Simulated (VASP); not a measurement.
# HgC4F6 (P-1) in VASP: single point with r2SCAN

Aim: the single point of HgC4F6 with r2SCAN.

All numbers are computed with VASP 6.6.1; they aren't measurements. Logs are shortened: lines on timing, memory, paths and dates and some standing lists are left out, and cuts for length are marked.

## Step 1: The cell of the first run

The typed cell holds 11 atoms: a = 4.993 Å, b = 5.787 Å, c = 6.752 Å, α = 104.28°, β = 110.04°, γ = 107.29°.

## Step 2: Single point, r2SCAN

Input file POSCAR:

```
HgC4F6
1.0
    4.9919503768     -0.0076017429     -0.0827550434
   -1.7121416550      5.5283843046     -0.0233236223
   -2.2200740435     -2.4062413918      5.9052771694
Hg C F
1 4 6
Direct
    0.0000000000      0.0000000000      0.0000000000
    0.2091195308      0.1294613999      0.8097123342
    0.7908804692      0.8705386001      0.1902876658
    0.1957998745      0.3236079449      0.7409102914
    0.8042001255      0.6763920551      0.2590897086
    0.3800494322      0.0079480323      0.7456846293
    0.6199505678      0.9920519677      0.2543153707
    0.3329281069      0.4077712663      0.6211127515
    0.6670718931      0.5922287337      0.3788872485
    0.0384531176      0.4597093672      0.7869089806
    0.9615468824      0.5402906328      0.2130910194
```

Input file INCAR.step1:

```
SYSTEM = HgC4F6
ALGO = Normal ; EDIFF = 1E-4
ENCUT = 520 ; GGA = PE
ISMEAR = -1 ; LASPH = .TRUE.
LCHARG = .FALSE. ; LREAL = .FALSE.
LWAVE = .TRUE. ; NBANDS = 46
NELM = 60 ; PREC = Accurate
SIGMA = 0.1
```

Input file INCAR.step2:

```
SYSTEM = HgC4F6
ALGO = Normal ; EDIFF = 1E-7
ENCUT = 520 ; ISIF = 2
ISMEAR = -1 ; ISTART = 1
LASPH = .TRUE. ; LCHARG = .TRUE.
LELF = .TRUE. ; LMIXTAU = .TRUE.
LREAL = .FALSE. ; LVHAR = .TRUE.
LWAVE = .FALSE. ; METAGGA = R2SCAN
NBANDS = 46 ; NELM = 60
PREC = Accurate ; SIGMA = 0.1
```

Input file KPOINTS:

```
k-points
0
G
  4 4 3
  0 0 0
```

Potentials or basis: VASP PAW PBE potentials, release 64 (Hg, C, F).

The run is started by

```
cat potpaw_PBE.64/Hg/POTCAR potpaw_PBE.64/C/POTCAR potpaw_PBE.64/F/POTCAR > POTCAR
cp INCAR.step1 INCAR
mpirun -np 1 vasp_std > vasp.out
cp INCAR.step2 INCAR
mpirun -np 1 vasp_std > vasp.out
```

OUTCAR:

```text
SYSTEM = HgC4F6
   EDIFF = 1E-7
   ENCUT = 520
   ISIF = 2
   ISMEAR = -1
   ISTART = 1
   LASPH = .TRUE.
   LREAL = .FALSE.
   METAGGA = R2SCAN
   NELM = 60
   PREC = Accurate

 ion  position               nearest neighbor table
   1  0.000  0.000  0.000-   2 2.06   3 2.06
   2  0.209  0.129  0.810-   4 1.33   6 1.37   1 2.06
   3  0.791  0.871  0.190-   5 1.33   7 1.37   1 2.06
   4  0.196  0.324  0.741-   8 1.32  10 1.32   2 1.33
   5  0.804  0.676  0.259-   9 1.32  11 1.32   3 1.33
   6  0.380  0.008  0.746-   2 1.37
   7  0.620  0.992  0.254-   3 1.37
   8  0.333  0.408  0.621-   4 1.32
   9  0.667  0.592  0.379-   5 1.32
  10  0.038  0.460  0.787-   4 1.32
  11  0.962  0.540  0.213-   5 1.32

  LATTYP: Found a triclinic cell.
 ALAT       =     6.4224168370
 B/A-ratio  =     2.2560197598
 C/A-ratio  =     1.0381436663
 COS(alpha) =     0.0045853689
 COS(beta)  =     0.4683536050
 COS(gamma) =     0.8465857741

  Lattice vectors:

 A1 = (  -3.2798087218,  -5.5207825617,   0.1060786657)
 A2 = ( -10.4918331421,  -7.9194222106,   6.0941108785)
 A3 = (  -1.0597346783,  -3.1145411699,  -5.7991985037)

Analysis of symmetry for initial positions (statically):
=====================================================================
 Subroutine PRICEL returns:
 Original cell was already a primitive cell.

 Routine SETGRP: Setting up the symmetry group for a
 triclinic supercell.

 Subroutine GETGRP returns: Found  2 space group operations
 (whereof  2 operations were pure point group operations)
 out of a pool of  2 trial point group operations.

The static configuration has the point symmetry S_2 .

Analysis of symmetry for dynamics (positions and initial velocities):
=====================================================================
 Subroutine PRICEL returns:
 Original cell was already a primitive cell.

 Routine SETGRP: Setting up the symmetry group for a
 triclinic supercell.

 Subroutine GETGRP returns: Found  2 space group operations
 (whereof  2 operations were pure point group operations)
 out of a pool of  2 trial point group operations.

The dynamic configuration has the point symmetry S_2 .

 Subroutine INISYM returns: Found  2 space group operations
 (whereof  2 operations are pure point group operations),
 and found     1 'primitive' translations

----------------------------------------------------------------------------------------

                                     Primitive cell

  volume of cell :     161.2564

  direct lattice vectors                    reciprocal lattice vectors
     4.991950377 -0.007601743 -0.082755043     0.202103753  0.063020460  0.101659536
    -1.712141655  5.528384305 -0.023323622     0.001513236  0.181668027  0.074593725
    -2.220074043 -2.406241392  5.905277169     0.002838207  0.001600673  0.171059310

  length of vectors
     4.992642061  5.787487024  6.752112621     0.234844984  0.196391919  0.171090341

  position of ions in fractional coordinates (direct lattice)
     0.000000000  0.000000000  0.000000000
     0.209119531  0.129461400  0.809712334
     0.790880469  0.870538600  0.190287666
     0.195799874  0.323607945  0.740910291
     0.804200126  0.676392055  0.259089709
     0.380049432  0.007948032  0.745684629
     0.619950568  0.992051968  0.254315371
     0.332928107  0.407771266  0.621112752
     0.667071893  0.592228734  0.378887248
     0.038453118  0.459709367  0.786908981
     0.961546882  0.540290633  0.213091019

  ion indices of the primitive-cell ions
   primitive index   ion index
                 1           1
                 2           2
                 3           3
                 4           4
                 5           5
                 6           6
                 7           7
                 8           8
                 9           9
                10          10
                11          11

----------------------------------------------------------------------------------------

 KPOINTS: k-points

Automatic generation of k-mesh.
 Grid dimensions read from file:
 generate k-points for:    4    4    3

 Generating k-lattice:

  Cartesian coordinates                     Fractional coordinates (reciprocal lattice)
     0.050525938  0.015755115  0.025414884     0.250000000  0.000000000  0.000000000
     0.000378309  0.045417007  0.018648431     0.000000000  0.250000000  0.000000000
     0.000946069  0.000533558  0.057019770    -0.000000000  0.000000000  0.333333333

  Length of vectors
     0.058711246  0.049097980  0.057030114

  Shift w.r.t. Gamma in fractional coordinates (k-lattice)
     0.000000000  0.000000000  0.000000000

 Subroutine IBZKPT returns following result:
 ===========================================

 Found     26 irreducible k-points:

 Following reciprocal coordinates:
            Coordinates               Weight
  0.000000  0.000000  0.000000      1.000000
  0.250000  0.000000 -0.000000      2.000000
  0.500000  0.000000 -0.000000      1.000000
  0.000000  0.250000 -0.000000      2.000000
  0.250000  0.250000  0.000000      2.000000
  0.500000  0.250000 -0.000000      2.000000
[... 16 lines left out ...]
  0.000000 -0.250000  0.333333      2.000000
  0.250000 -0.250000  0.333333      2.000000
 [... further k-points ...]
   k-points           NKPTS =     26   k-points in BZ     NKDIM =     26   number of bands    NBANDS=     46
   number of dos      NEDOS =    301   number of ions     NIONS =     11
   total plane-waves  NPLWV =  96000
   dimension x,y,z NGX =    40 NGY =   48 NGZ =   50
   dimension x,y,z NGXF=    80 NGYF=   96 NGZF=  100
   ions per type =               1   4   6
   NGX,Y,Z   is equivalent  to a cutoff of  13.32, 13.79, 12.31 a.u.
   NGXF,Y,Z  is equivalent  to a cutoff of  26.64, 27.58, 24.62 a.u.
 SYSTEM =  HgC4F6
   PREC   = accura    normal or accurate (medium, high low for compatibility)
   ISTART =      1    job   : 0-new  1-cont  2-samecut
   ICHARG =      0    charge: 1-file 2-atom 10-const
   ISPIN  =      1    spin polarized calculation?
   LNONCOLLINEAR =      F non collinear calculations
   LSORBIT =      F    spin-orbit coupling
   LASPH  =      T    aspherical Exc in radial PAW
   ENCUT  =  520.0 eV  38.22 Ry    6.18 a.u.   9.28 10.76 12.55*2*pi/ulx,y,z
   NELM   =     60;   NELMIN=  2; NELMDL=  0     # of ELM steps
   EDIFF  = 0.1E-06   stopping-criterion for ELM
   LREAL  =      F    real-space projection
   EDIFFG = 0.1E-05   stopping-criterion for IOM
   NSW    =      0    number of steps for IOM
   IBRION =     -1    ionic relax: 0-MD 1-quasi-New 2-CG
   NFREE  =      0    steps in history (QN), initial steepest desc. (CG)
   ISIF   =      2    stress and relaxation
   ISYM   =      2    0-nonsym 1-usesym 2-fastsym
   POTIM  = 0.5000    time-step for ionic-motion
   TEBEG  =    0.0;   TEEND  =   0.0 temperature during run
   PSTRESS=    0.0 pullay stress
   NELECT =      70.0000    total number of electrons
   NUPDOWN=      -1.0000    fix difference up-down
   EMIN   =  10.00;   EMAX   =-10.00  energy-range for DOS
   EFERMI =   0.00;   METHOD = LEGACY
   ISMEAR =    -1;   SIGMA  =   0.10  broadening in eV -4-tet -1-fermi 0-gaus
   EFERMI_NEDOS =   21; number of points for ismear=-14 and -15
   IALGO  =     38    algorithm
   IMIX   =      4    mixing-type and parameters
     AMIX     =   0.40;   BMIX     =  1.00
     AMIX_MAG =   1.60;   BMIX_MAG =  1.00
  volume/ion in A,a.u.               =      14.66        98.93
  Fermi-wavevector in a.u.,A,eV,Ry     =   1.239563  2.342434 20.905569  1.536516
  Thomas-Fermi vector in A             =   2.374041
   LORBIT       =      0    0 simple, 1 ext, 2 COOP (PROOUT), +10 PAW based schemes
   METAGGA = R2SCAN    functional components
   LHFCALC =     F    Hartree Fock is set to
   AEXX    =    0.0000 exact exchange contribution
   IVDW    =     0    specifies the selected vdW correction
   LEPSILON=     F    determine dielectric tensor
   LRPA    =     F    only Hartree local field effects (RPA)
 non-spin polarized calculation
  energy-cutoff  :      520.00
  volume of cell :      161.26
 maximum number of plane-waves:      4363
 NGX is ok and might be reduce to    40
   NGX = 19   NGY = 21   NGZ = 25

 number of electron      69.9999996 magnetization

 Free energy of the ion-electron system (eV)
  ---------------------------------------------------
  ext. energy  EPLUGINS =         0.00000000
  ---------------------------------------------------
  free energy    TOTEN  =      -116.66045775 eV

  energy without entropy =     -116.66045775  energy(sigma->0) =     -116.66045775

 E-fermi :   1.4140     XC(G=0):  -8.8592

 val. band max:       -0.6619558638   @ k =   0.0000   0.5000   0.3333
 cond. band min:       3.4103592883   @ k =   0.5000   0.5000   0.0000
 fundamental gap:      4.0723151521
 Fermi energy:         1.4140430622

 k-point     1 :       0.0000    0.0000    0.0000
  band No.  band energies     occupation
      1     -29.2853      2.00000
      2     -29.2216      2.00000
      3     -27.6861      2.00000
      4     -27.6678      2.00000
      5     -27.2902      2.00000
      6     -27.2609      2.00000
[... 38 lines left out ...]
     45       9.7501      0.00000
     46      10.4390      0.00000

 k-point     2 :       0.2500    0.0000   -0.0000
  band No.  band energies     occupation
      1     -29.2701      2.00000
      2     -29.2237      2.00000
      3     -27.6935      2.00000
      4     -27.6802      2.00000
      5     -27.2893      2.00000
      6     -27.2588      2.00000
[... 1070 lines left out ...]
 k-point    24 :       0.2500   -0.2500    0.3333
  band No.  band energies     occupation
      1     -29.2584      2.00000
      2     -29.2329      2.00000
      3     -27.7097      2.00000
      4     -27.6658      2.00000
      5     -27.2879      2.00000
      6     -27.2625      2.00000
[... 38 lines left out ...]
     45       9.8326      0.00000
     46      10.2787      0.00000

 [... further k-points ...]

------------------------ aborting loop because EDIFF is reached ----------------------------------------

  FORCE on cell =-STRESS in cart. coord.  units (eV):
  Direction    XX          YY          ZZ          XY          YZ          ZX
  --------------------------------------------------------------------------------------
  -------------------------------------------------------------------------------------
  Total        2.4165507      1.0578188      0.4595310     -0.2247150     -0.5262305     -1.3344211
  in kB       24.0098584     10.5100546      4.5657117     -2.2326762     -5.2284107    -13.2582613
  external PRESSURE =      13.0285416 kB  Pullay stress =       0.0000000 kB

 VOLUME and BASIS-vectors are now :
 -----------------------------------------------------------------------------
  energy-cutoff  :      520.00
  volume of cell :      161.26
      direct lattice vectors                 reciprocal lattice vectors
     4.991950377 -0.007601743 -0.082755043     0.202103753  0.063020460  0.101659536
    -1.712141655  5.528384305 -0.023323622     0.001513236  0.181668027  0.074593725
    -2.220074043 -2.406241392  5.905277169     0.002838207  0.001600673  0.171059310

 POSITION                                       TOTAL-FORCE (eV/Angst)
 -----------------------------------------------------------------------------------
      0.00000      0.00000      0.00000        -0.000000      0.000000      0.000000
     -0.97536     -1.23424      4.76125        -0.260499      0.192971      0.046174
      2.03510      4.34878      1.03795         0.260499     -0.192971     -0.046174
     -1.22152      0.00473      4.35153         0.107539     -0.522589      0.161394
      2.28125      3.10981      1.44767        -0.107539      0.522589     -0.161394
      0.22810     -1.75325      4.37184         0.380763     -0.162948     -0.119189
      0.83163      4.86779      1.42736        -0.380763      0.162948      0.119189
     -0.41512      0.75724      3.63078         0.347750      0.328326     -0.313079
      1.47485      2.35730      2.16842        -0.347750     -0.328326      0.313079
     -2.34213      0.64766      4.63301        -0.466313      0.272589      0.122814
      3.40186      2.46688      1.16619         0.466313     -0.272589     -0.122814
 -----------------------------------------------------------------------------------
    total drift:                               -0.000000      0.000000     -0.000000

  FREE ENERGIE OF THE ION-ELECTRON SYSTEM (eV)
  ---------------------------------------------------
  free  energy   TOTEN  =      -116.6604577521 eV

  energy  without entropy=     -116.6604577496  energy(sigma->0) =     -116.66045775
```

It took 16 min on 1 thread of Intel Xeon Platinum 8259CL at 2.50GHz (Skylake/Cascade Lake), shared host; peak memory 0.43 GiB.

Results:

```yaml
Free_energy: -116.6605 eV
Pressure: 1.3 GPa
Largest_force: 0.572 eV/Å
Band_gap_on_the_k_mesh: 4.07 eV (least direct gap 4.31 eV)
```

Forces in eV/Å, atoms in the order of the input:
```
Hg   0.000  0.000  0.000
C   -0.260  0.193  0.046
C    0.260 -0.193 -0.046
C    0.108 -0.523  0.161
C   -0.108  0.523 -0.161
F    0.381 -0.163 -0.119
F   -0.381  0.163  0.119
F    0.348  0.328 -0.313
F   -0.348 -0.328  0.313
F   -0.466  0.273  0.123
F    0.466 -0.273 -0.123
```

Stress tensor (GPa, compression positive):
```
 2.40 -0.22 -1.33
-0.22  1.05 -0.52
-1.33 -0.52  0.46
```

Caveat: the PAW data sets were made with another functional, which shifts forces and pressure a little; spin-orbit coupling is left out, which moves the levels of the heavy elements; an odd mesh through Γ misses points on the zone boundary, where band edges can lie.
